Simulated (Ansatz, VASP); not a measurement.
# Cd2Se3S: VASP beside Ansatz

```
Cd Se S
1.0
     3.77757    0.00000    0.00000
     0.00000    3.77757    0.00000
     0.00000    0.00000   11.64056
Cd Se S
2 3 1
Direct
  0.00000 0.50000 0.59533
  0.50000 0.00000 0.40467
  0.50000 0.50000 0.00000
  0.00000 0.50000 0.35149
  0.50000 0.00000 0.64851
  0.00000 0.00000 0.00000
```

Change from the starting cell: species swapped into the Zr2CuSb3 type (P-4m2, No. 115).

Alike in both runs: functional PBE; k mesh 10 × 10 × 4; occupations gaussian, width 0.1 eV; no spin polarisation.

Ansatz relaxed the structure, and its values are those at the end. VASP's run is a single point on that final structure, the one shown.

|  | VASP | Ansatz |
| --- | --- | --- |
| version | VASP 6.6.1 | Ansatz 0.2.0 |
| potentials or method | VASP PAW PBE potentials, release 64 (Cd, Se, S), cutoff 520 eV | scalar-relativistic, plane waves, PAW |
| valence electrons in the cell | 48 | 94 |

VASP gave:

```
gap on the k mesh at the Fermi level (eV) : none
pressure (GPa)                            : 0.2
rms of the force components (eV/Å)        : 0.015
```

Problem. What did Ansatz give for the same quantities?

Solution. gap on the k mesh at the Fermi level (eV): none; pressure (GPa): 0.0; rms of the force components (eV/Å): 0.001.

A gap of «none» marks a metal or a gap that the smearing closes. VASP's potentials hold 48 valence electrons a cell and Ansatz's 94, so a difference there can come from the potentials and not from the codes.
